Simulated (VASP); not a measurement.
# MgO2 (R-3m) in VASP: notebook

The runs below take MgO2 through single point, with r2SCAN.

Program: VASP 6.6.1. These are calculated values, not measurements. Logs are shortened: lines on timing, memory, paths and dates and some standing lists are left out, and cuts for length are marked.

**1. The cell of the first run**

It takes space group R-3m (No. 166, trigonal). The conventional cell has a = 3.161 Å, b = 3.161 Å, c = 10.325 Å, α = 90.00°, β = 90.00°, γ = 120.00°. Within 2.7 Å of Mg (site symmetry -3m) lie 6 O at 2.07 Å. Within 2.1 Å of O (site symmetry 3m) lie 1 O at 1.47 Å and 3 Mg at 2.07 Å.

**2. Single point, r2SCAN (strain -0.015 along x and y, -0.015 along z)**

The input, POSCAR:

```
MgO2
1.0
    1.5806896008      0.9126115665      3.4415691918
   -1.5806896008      0.9126115665      3.4415691918
    0.0000000000     -1.8252231330      3.4415691918
Mg O
1 2
Direct
    0.0000000000      0.0000000000      0.0000000000
    0.4287860000      0.4287860000      0.4287860000
    0.5712140000      0.5712140000      0.5712140000
```

The input, INCAR.step1:

```
ALGO = Normal
EDIFF = 1E-5
ENCUT = 920
GGA = PE
GGA_COMPAT = False
ISMEAR = 0
LASPH = True
LCHARG = False
LREAL = False
LWAVE = True
NBANDS = 18
NELM = 120
PREC = Accurate
SIGMA = 0.05
```

The input, INCAR.step2:

```
ALGO = Normal
EDIFF = 1E-6
ENCUT = 920
GGA_COMPAT = False
ISIF = 2
ISMEAR = 0
ISTART = 1
LASPH = True
LCHARG = True
LELF = True
LMIXTAU = True
LREAL = False
LVHAR = True
LWAVE = False
METAGGA = R2SCAN
NBANDS = 18
NELM = 120
PREC = Accurate
SIGMA = 0.05
```

The input, KPOINTS:

```
k-points
0
Gamma
  12 12 12
```

Potentials or basis: VASP PAW PBE potentials, release 64 (Mg_sv, O).

Launch:

```
$ cat potpaw_PBE.64/Mg_sv/POTCAR potpaw_PBE.64/O/POTCAR > POTCAR
$ cp INCAR.step1 INCAR
$ mpirun -np 1 vasp_std > vasp.out
$ cp INCAR.step2 INCAR
$ mpirun -np 1 vasp_std > vasp.out
```

OUTCAR:

```text
EDIFF = 1E-6
   ENCUT = 920
   ISIF = 2
   ISMEAR = 0
   ISTART = 1
   LASPH = True
   LREAL = False
   METAGGA = R2SCAN
   NELM = 120
   PREC = Accurate

 ion  position               nearest neighbor table
   1  0.000  0.000  0.000-   3 2.07   2 2.07   3 2.07   3 2.07   2 2.07   2 2.07
   2  0.429  0.429  0.429-   3 1.47   1 2.07   1 2.07   1 2.07
   3  0.571  0.571  0.571-   2 1.47   1 2.07   1 2.07   1 2.07

  LATTYP: Found a trigonal (rhomboedric) cell.
 ALAT       =     3.8956177928
 COS(alpha) =     0.6707160928

  Lattice vectors:

 A1 = (   1.5806896008,   0.9126115665,   3.4415691918)
 A2 = (  -1.5806896008,   0.9126115665,   3.4415691918)
 A3 = (   0.0000000000,  -1.8252231330,   3.4415691918)

Analysis of symmetry for initial positions (statically):
=====================================================================
 Subroutine PRICEL returns:
 Original cell was already a primitive cell.

 Routine SETGRP: Setting up the symmetry group for a
 trigonal (rhombohedral) supercell.

 Subroutine GETGRP returns: Found 12 space group operations
 (whereof 12 operations were pure point group operations)
 out of a pool of 12 trial point group operations.

The static configuration has the point symmetry D_3d.

Analysis of symmetry for dynamics (positions and initial velocities):
=====================================================================
 Subroutine PRICEL returns:
 Original cell was already a primitive cell.

 Routine SETGRP: Setting up the symmetry group for a
 trigonal (rhombohedral) supercell.

 Subroutine GETGRP returns: Found 12 space group operations
 (whereof 12 operations were pure point group operations)
 out of a pool of 12 trial point group operations.

The dynamic configuration has the point symmetry D_3d.

 Subroutine INISYM returns: Found 12 space group operations
 (whereof 12 operations are pure point group operations),
 and found     1 'primitive' translations

----------------------------------------------------------------------------------------

                                     Primitive cell

  volume of cell :      29.7879

  direct lattice vectors                    reciprocal lattice vectors
[... 85 lines left out ...]
   LSORBIT =      F    spin-orbit coupling
   LASPH  =      T    aspherical Exc in radial PAW
   ENCUT  =  920.0 eV  67.62 Ry    8.22 a.u.   9.63  9.63  9.63*2*pi/ulx,y,z
   NELM   =    120;   NELMIN=  2; NELMDL=  0     # of ELM steps
   EDIFF  = 0.1E-05   stopping-criterion for ELM
   LREAL  =      F    real-space projection
   EDIFFG = 0.1E-04   stopping-criterion for IOM
   NSW    =      0    number of steps for IOM
   IBRION =     -1    ionic relax: 0-MD 1-quasi-New 2-CG
   NFREE  =      0    steps in history (QN), initial steepest desc. (CG)
   ISIF   =      2    stress and relaxation
   ISYM   =      2    0-nonsym 1-usesym 2-fastsym
   POTIM  = 0.5000    time-step for ionic-motion
   TEBEG  =    0.0;   TEEND  =   0.0 temperature during run
   PSTRESS=    0.0 pullay stress
   NELECT =      22.0000    total number of electrons
   NUPDOWN=      -1.0000    fix difference up-down
   EMIN   =  10.00;   EMAX   =-10.00  energy-range for DOS
   EFERMI =   0.00;   METHOD = LEGACY
   ISMEAR =     0;   SIGMA  =   0.05  broadening in eV -4-tet -1-fermi 0-gaus
   EFERMI_NEDOS =   21; number of points for ismear=-14 and -15
   IALGO  =     38    algorithm
   IMIX   =      4    mixing-type and parameters
     AMIX     =   0.40;   BMIX     =  1.00
     AMIX_MAG =   1.60;   BMIX_MAG =  1.00
  volume/ion in A,a.u.               =       9.93        67.01
  Fermi-wavevector in a.u.,A,eV,Ry     =   1.479797  2.796412 29.794046  2.189801
  Thomas-Fermi vector in A             =   2.593911
   LORBIT       =      0    0 simple, 1 ext, 2 COOP (PROOUT), +10 PAW based schemes
   METAGGA = R2SCAN    functional components
   LHFCALC =     F    Hartree Fock is set to
   AEXX    =    0.0000 exact exchange contribution
   IVDW    =     0    specifies the selected vdW correction
   LEPSILON=     F    determine dielectric tensor
   LRPA    =     F    only Hartree local field effects (RPA)
 non-spin polarized calculation
 Gauss-broadening in eV      SIGMA  =   0.05
  energy-cutoff  :      920.00
  volume of cell :       29.79
 maximum number of plane-waves:      1913
   NGX = 19   NGY = 19   NGZ = 19

 number of electron      22.0000002 magnetization

 Free energy of the ion-electron system (eV)
  ---------------------------------------------------
  ext. energy  EPLUGINS =         0.00000000
  ---------------------------------------------------
  free energy    TOTEN  =       -21.57348559 eV

  energy without entropy =      -21.57348559  energy(sigma->0) =      -21.57348559

 E-fermi :   2.8988     XC(G=0): -11.2590

 val. band max:        2.4652372337   @ k =   0.5000   0.5000   0.5000
 cond. band min:       5.6818823280   @ k =   0.5000   0.5000   0.5000
 fundamental gap:      3.2166450943
 Fermi energy:         2.8988330665

 k-point     1 :       0.0000    0.0000    0.0000
  band No.  band energies     occupation
      1     -73.5978      2.00000
      2     -38.7344      2.00000
      3     -38.6985      2.00000
      4     -38.6985      2.00000
      5     -20.2289      2.00000
      6     -12.9626      2.00000
[... 481 lines left out ...]
      5     -19.6424      2.00000
      6     -13.3514      2.00000
[... 10 lines left out ...]
     17      18.6614      0.00000
     18      21.2881      0.00000

 [... further k-points ...]

------------------------ aborting loop because EDIFF is reached ----------------------------------------

  FORCE on cell =-STRESS in cart. coord.  units (eV):
  Direction    XX          YY          ZZ          XY          YZ          ZX
  --------------------------------------------------------------------------------------
  -------------------------------------------------------------------------------------
  Total        0.0520341      0.0520341      0.7852790      0.0000000      0.0000000      0.0000000
  in kB        2.7987101      2.7987101     42.2371142      0.0000000      0.0000000      0.0000000
  external PRESSURE =      15.9448448 kB  Pullay stress =       0.0000000 kB

 VOLUME and BASIS-vectors are now :
 -----------------------------------------------------------------------------
  energy-cutoff  :      920.00
  volume of cell :       29.79
      direct lattice vectors                 reciprocal lattice vectors
     1.580689601  0.912611566  3.441569192     0.316317637  0.182626073  0.096855043
    -1.580689601  0.912611566  3.441569192    -0.316317637  0.182626073  0.096855043
     0.000000000 -1.825223133  3.441569192     0.000000000 -0.365252146  0.096855043

 POSITION                                       TOTAL-FORCE (eV/Angst)
 -----------------------------------------------------------------------------------
      0.00000      0.00000      0.00000         0.000000     -0.000000     -0.000000
      0.00000      0.00000      4.42709         0.000000     -0.000000     -0.208588
      0.00000      0.00000      5.89762         0.000000      0.000000      0.208588
 -----------------------------------------------------------------------------------
    total drift:                                0.000000     -0.000000      0.000000

  FREE ENERGIE OF THE ION-ELECTRON SYSTEM (eV)
  ---------------------------------------------------
  free  energy   TOTEN  =       -21.5734855928 eV

  energy  without entropy=      -21.5734855928  energy(sigma->0) =      -21.57348559
```

OUTCAR.step1:

```text
EDIFF = 1E-5
   ENCUT = 920
   GGA = PE
   ISMEAR = 0
[... 730 lines left out ...]
      0.00000      0.00000      0.00000        -0.000000      0.000000      0.000000
      0.00000      0.00000      4.42709         0.000000      0.000000     -0.256727
      0.00000      0.00000      5.89762         0.000000     -0.000000      0.256727
 -----------------------------------------------------------------------------------
    total drift:                                0.000000     -0.000000      0.000000

  FREE ENERGIE OF THE ION-ELECTRON SYSTEM (eV)
  ---------------------------------------------------
  free  energy   TOTEN  =       -16.3236199746 eV

  energy  without entropy=      -16.3236199746  energy(sigma->0) =      -16.32361997
```

It took 8.7 min on 1 thread of Intel Xeon Platinum 8559C (Emerald Rapids), shared host; peak memory 0.39 GiB.

Results:

| Item | Value |
| --- | --- |
| Free energy | -21.5735 eV |
| Pressure | 1.6 GPa |
| Largest force | 0.209 eV/Å |
| Band gap on the k mesh | 3.22 eV |

Forces on the atoms (eV/Å):
```
Mg   0.000  0.000  0.000
O    0.000  0.000 -0.209
O    0.000  0.000  0.209
```

Levels at points of the mesh, in eV from the valence-band top:
```tsv
k point	band 8	band 9	band 10	band 11	band 12	band 13	band 14	band 15
(0.00, 0.00, 0.00)	-3.61	-3.61	-0.89	-0.89	5.49	5.83	13.59	15.65
(0.50, 0.00, 0.00)	-6.41	-3.98	-1.33	-1.18	5.12	9.61	11.61	13.98
(0.50, 0.50, 0.00)	-5.73	-4.67	-2.20	-0.16	4.45	8.72	12.19	14.06
(0.50, 0.50, 0.50)	-4.18	-4.18	0.00	0.00	3.22	5.74	10.95	15.54
```

Caveat: the cell differs from its parent crystal (strain -0.015 along x and y, -0.015 along z); the PAW data sets were made with another functional, which shifts forces and pressure a little.

[end of part 1 of 2]
